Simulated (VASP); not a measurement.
# TaN (P6/mmm) in VASP: further runs, part 4 of 4

VASP 6.6.1.

**7. Electric field gradients, LDA (11.96 Å³/atom)**

This run uses another cell than the first one, of 11.96 Å³/atom.

Input file INCAR:

```
PREC     = Accurate       # precision mode
ENCUT    = 520            # plane-wave cutoff, eV
EDIFF    = 1E-8           # SCF threshold, eV
ISMEAR   = -1             # smearing method
SIGMA    = 0.03           # smearing width, eV
LREAL    = False          # projectors in reciprocal space
LASPH    = True           # aspherical terms in the spheres
NELM     = 120            # most SCF steps
ALGO     = Normal         # electronic algorithm
ISIF     = 2              # what is computed and relaxed
LWAVE    = False          # write WAVECAR
LCHARG   = False          # write CHGCAR
LEFG     = True         
NBANDS   = 36             # bands
GGA_COMPAT= False
```

Input file KPOINTS:

```
Automatic mesh
0
Gamma
  5 5 8
```

Input file POSCAR:

```
TaN
1.0
    5.2866917255      0.0000000000      0.0000000000
   -2.6433458627      4.5784093362      0.0000000000
    0.0000000000      0.0000000000      2.9650340876
Ta N
3 3
Direct
    0.0000000000      0.0000000000      0.0000000000
    0.3333333333      0.6666666667      0.5000000000
    0.6666666667      0.3333333333      0.5000000000
    0.5000000000      0.0000000000      0.0000000000
    0.5000000000      0.5000000000      0.0000000000
    0.0000000000      0.5000000000      0.0000000000
```

Potentials or basis: VASP PAW LDA potentials, release 64 (Ta_sv_GW, N).

The run is started by

```bash
$ cat potpaw_LDA.64/Ta_sv_GW/POTCAR potpaw_LDA.64/N/POTCAR > POTCAR
$ mpirun -np 1 vasp_std > vasp.out
```

OUTCAR:

```text
PREC = Accurate
   ENCUT = 520
   EDIFF = 1E-8
   ISMEAR = -1
   LREAL = False
   LASPH = True
   NELM = 120
   ISIF = 2

 ion  position               nearest neighbor table
   1  0.000  0.000  0.000-
   2  0.333  0.667  0.500-   4 2.13   4 2.13   6 2.13   6 2.13   5 2.13   5 2.13   3 3.05   3 3.05
                             3 3.05
   3  0.667  0.333  0.500-   4 2.13   4 2.13   6 2.13   6 2.13   5 2.13   5 2.13   2 3.05   2 3.05
                             2 3.05
   4  0.500  0.000  0.000-   2 2.13   3 2.13   2 2.13   3 2.13
   5  0.500  0.500  0.000-   2 2.13   3 2.13   2 2.13   3 2.13
   6  0.000  0.500  0.000-   2 2.13   3 2.13   2 2.13   3 2.13

  LATTYP: Found a hexagonal cell.
 ALAT       =     5.2866917255
 C/A-ratio  =     0.5608486822

  Lattice vectors:

 A1 = (   5.2866917255,   0.0000000000,   0.0000000000)
 A2 = (  -2.6433458627,   4.5784093362,   0.0000000000)
 A3 = (   0.0000000000,   0.0000000000,   2.9650340876)

Analysis of symmetry for initial positions (statically):
=====================================================================
 Subroutine PRICEL returns:
 Original cell was already a primitive cell.

 Routine SETGRP: Setting up the symmetry group for a
 hexagonal supercell.

 Subroutine GETGRP returns: Found 24 space group operations
 (whereof 24 operations were pure point group operations)
 out of a pool of 24 trial point group operations.

The static configuration has the point symmetry D_6h.

Analysis of symmetry for dynamics (positions and initial velocities):
=====================================================================
 Subroutine PRICEL returns:
 Original cell was already a primitive cell.

 Routine SETGRP: Setting up the symmetry group for a
 hexagonal supercell.

 Subroutine GETGRP returns: Found 24 space group operations
 (whereof 24 operations were pure point group operations)
 out of a pool of 24 trial point group operations.

The dynamic configuration has the point symmetry D_6h.

 Subroutine INISYM returns: Found 24 space group operations
 (whereof 24 operations are pure point group operations),
 and found     1 'primitive' translations

----------------------------------------------------------------------------------------

                                     Primitive cell

  volume of cell :      71.7676

  direct lattice vectors                    reciprocal lattice vectors
     5.286691725  0.000000000  0.000000000     0.189154211  0.109208234  0.000000000
    -2.643345863  4.578409336  0.000000000     0.000000000  0.218416469  0.000000000
     0.000000000  0.000000000  2.965034088     0.000000000  0.000000000  0.337264251

  length of vectors
     5.286691725  5.286691725  2.965034088     0.218416469  0.218416469  0.337264251

  position of ions in fractional coordinates (direct lattice)
     0.000000000  0.000000000  0.000000000
     0.333333333  0.666666667  0.500000000
     0.666666667  0.333333333  0.500000000
     0.500000000  0.000000000  0.000000000
     0.500000000  0.500000000  0.000000000
[... 104 lines left out ...]
  Thomas-Fermi vector in A             =   2.601970
   LORBIT       =      0    0 simple, 1 ext, 2 COOP (PROOUT), +10 PAW based schemes
   GGA     = CA    functional components
   LHFCALC =     F    Hartree Fock is set to
   AEXX    =    0.0000 exact exchange contribution
   IVDW    =     0    specifies the selected vdW correction
   LEPSILON=     F    determine dielectric tensor
   LRPA    =     F    only Hartree local field effects (RPA)
 non-spin polarized calculation
  energy-cutoff  :      520.00
  volume of cell :       71.77
 maximum number of plane-waves:      1951
 NGX is ok and might be reduce to    40
   NGX = 19   NGY = 19   NGZ = 11

 number of electron      54.0000007 magnetization

 Free energy of the ion-electron system (eV)
  ---------------------------------------------------
  ext. energy  EPLUGINS =         0.00000000
  ---------------------------------------------------
  free energy    TOTEN  =       -78.58640481 eV

  energy without entropy =      -78.58246433  energy(sigma->0) =      -78.58443457

 E-fermi :  11.0835     XC(G=0): -13.3384

 val. band max:       11.0396298703   @ k =   0.0000   0.0000   0.3750
 cond. band min:      11.1217829719   @ k =   0.2000   0.0000   0.2500
 fundamental gap:      0.0821531016
 Fermi energy:        11.0834929819

 k-point     1 :       0.0000    0.0000    0.0000
  band No.  band energies     occupation
      1     -57.9249      2.00000
      2     -57.8874      2.00000
      3     -57.5530      2.00000
      4     -24.9165      2.00000
      5     -24.9165      2.00000
      6     -24.5814      2.00000
[... 925 lines left out ...]
     35      14.6710      0.00000
     36      16.0073      0.00000

 [... further k-points ...]

------------------------ aborting loop because EDIFF is reached ----------------------------------------

  FORCE on cell =-STRESS in cart. coord.  units (eV):
  Direction    XX          YY          ZZ          XY          YZ          ZX
  --------------------------------------------------------------------------------------
  -------------------------------------------------------------------------------------
  Total       -8.0124779     -8.0124779    -11.6260804     -0.0000000      0.0000000      0.0000000
  in kB     -178.8747867   -178.8747867   -259.5467577     -0.0000000      0.0000000      0.0000000
  external PRESSURE =    -205.7654437 kB  Pullay stress =       0.0000000 kB

 VOLUME and BASIS-vectors are now :
 -----------------------------------------------------------------------------
  energy-cutoff  :      520.00
  volume of cell :       71.77
      direct lattice vectors                 reciprocal lattice vectors
     5.286691725  0.000000000  0.000000000     0.189154211  0.109208234  0.000000000
    -2.643345863  4.578409336  0.000000000     0.000000000  0.218416469  0.000000000
     0.000000000  0.000000000  2.965034088     0.000000000  0.000000000  0.337264251

 POSITION                                       TOTAL-FORCE (eV/Angst)
 -----------------------------------------------------------------------------------
      0.00000      0.00000      0.00000         0.000000      0.000000      0.000000
     -0.00000      3.05227      1.48252        -0.000000      0.000000      0.000000
      2.64335      1.52614      1.48252        -0.000000      0.000000     -0.000000
      2.64335      0.00000      0.00000         0.000000      0.000000      0.000000
      1.32167      2.28920      0.00000         0.000000      0.000000      0.000000
     -1.32167      2.28920      0.00000         0.000000      0.000000      0.000000
 -----------------------------------------------------------------------------------
    total drift:                               -0.000000      0.000000      0.000000

  FREE ENERGIE OF THE ION-ELECTRON SYSTEM (eV)
  ---------------------------------------------------
  free  energy   TOTEN  =       -78.5864048081 eV

  energy  without entropy=      -78.5824643322  energy(sigma->0) =      -78.58443457

 Electric field gradients (V/A^2)
---------------------------------------------------------------------
 ion       V_xx      V_yy      V_zz      V_xy      V_xz      V_yz
---------------------------------------------------------------------
   1     201.879   201.878  -403.757    -0.001    -0.000    -0.000
   2     177.527   177.527  -355.054    -0.000     0.000    -0.000
   3     177.527   177.527  -355.054    -0.000     0.000    -0.000
   4      31.139   -27.303    -3.836     0.001     0.000     0.000
   5     -12.693    16.529    -3.836    25.307     0.000    -0.000
   6     -12.693    16.529    -3.836   -25.305    -0.000    -0.000
---------------------------------------------------------------------

 Electric field gradients after diagonalization (V/A^2)
 (convention: |V_zz| > |V_xx| > |V_yy|)
----------------------------------------------------------------------
 ion       V_xx      V_yy      V_zz     asymmetry (V_yy - V_xx)/ V_zz
----------------------------------------------------------------------
   1     201.880   201.877  -403.757       0.000
   2     177.527   177.527  -355.054       0.000
   3     177.527   177.527  -355.054       0.000
   4     -27.303    -3.836    31.139       0.754
   5     -27.305    -3.836    31.141       0.754
   6     -27.303    -3.836    31.139       0.754
----------------------------------------------------------------------

           NMR quadrupolar parameters

 Cq : quadrupolar parameter    Cq=e*Q*V_zz/h
 eta: asymmetry parameters     (V_yy - V_xx)/ V_zz
 Q  : nuclear electric quadrupole moment in mb (millibarn)
----------------------------------------------------------------------
 ion       Cq(MHz)       eta       Q (mb)
----------------------------------------------------------------------
   1      -0.976       0.000       1.000
   2      -0.859       0.000       1.000
   3      -0.859       0.000       1.000
   4       0.075       0.754       1.000
   5       0.075       0.754       1.000
   6       0.075       0.754       1.000
----------------------------------------------------------------------
```

Run time: 2.2 min. Hardware: 1 thread of Intel Xeon 6975P-C (Granite Rapids), shared host; peak memory 0.19 GiB.

What came out:

- Free energy: -78.5864 eV
- Pressure: -20.6 GPa
- Band gap on the k mesh: zero (bands 27 and 28 overlap by 1.95 eV)
- Largest electric field gradient by atom: Ta -403.8, -355.1 (each value once); N +31.1 V/Å²

Electric field gradients, principal values (V/Å²):
```tsv
atom	least	middle	greatest (by size)
1 Ta	201.877	201.880	-403.757
2 Ta	177.527	177.527	-355.054
3 Ta	177.527	177.527	-355.054
4 N	-3.836	-27.303	31.139
5 N	-3.836	-27.305	31.141
6 N	-3.836	-27.303	31.139
```

Caveat: the stress differs along the axes, from -26 to -18 GPa; without QUAD_EFG the Cq values of the log hold for a quadrupole moment of 1 mb, not for the nuclei; spin-orbit coupling is left out, which moves the levels of the heavy elements.

**8. Summary**

| cell | gap on the mesh (eV) | pressure (GPa) |
| --- | --- | --- |
| a = 5.253, b = 5.253, c = 2.946 Å, angles 90.0, 90.0, 120.0°, 6 atoms | none | -15.6 |
| a = 5.115, b = 5.115, c = 2.869 Å, angles 90.0, 90.0, 120.0°, 6 atoms | none | 10.4 |
| a = 5.185, b = 5.185, c = 2.937 Å, angles 90.0, 90.0, 120.0°, 6 atoms | none | -7.9 |
| a = 5.150, b = 5.150, c = 2.888 Å, angles 90.0, 90.0, 120.0°, 6 atoms | none | 2.8 |
| a = 5.079, b = 5.079, c = 2.849 Å, angles 90.0, 90.0, 120.0°, 6 atoms | none | 18.8 |
| a = 5.287, b = 5.287, c = 2.965 Å, angles 90.0, 90.0, 120.0°, 6 atoms | none | -20.6 |

Alike in all rows: task electric field gradients; level LDA; potentials or basis VASP PAW LDA potentials, release 64 (Ta_sv_GW, N); no spin polarisation; k mesh 5 × 5 × 8; cutoff (eV) 520; smearing fermi-dirac 0.03 eV.

Caveats: spin-orbit coupling is left out, which moves the levels of the heavy elements; the stress differs along the axes, from -20 to -14 GPa (at least some runs); the cell stands under pressure (at least some runs); the stress differs along the axes, from -13 to -6 GPa (at least some runs); the stress differs along the axes, from 17 to 23 GPa (at least some runs); the stress differs along the axes, from -26 to -18 GPa (at least some runs).

Total energies depend on the potentials used, so only differences within one code and one set of settings carry meaning.

The gap in the log of VASP goes by the Fermi energy; the results here count the filled bands.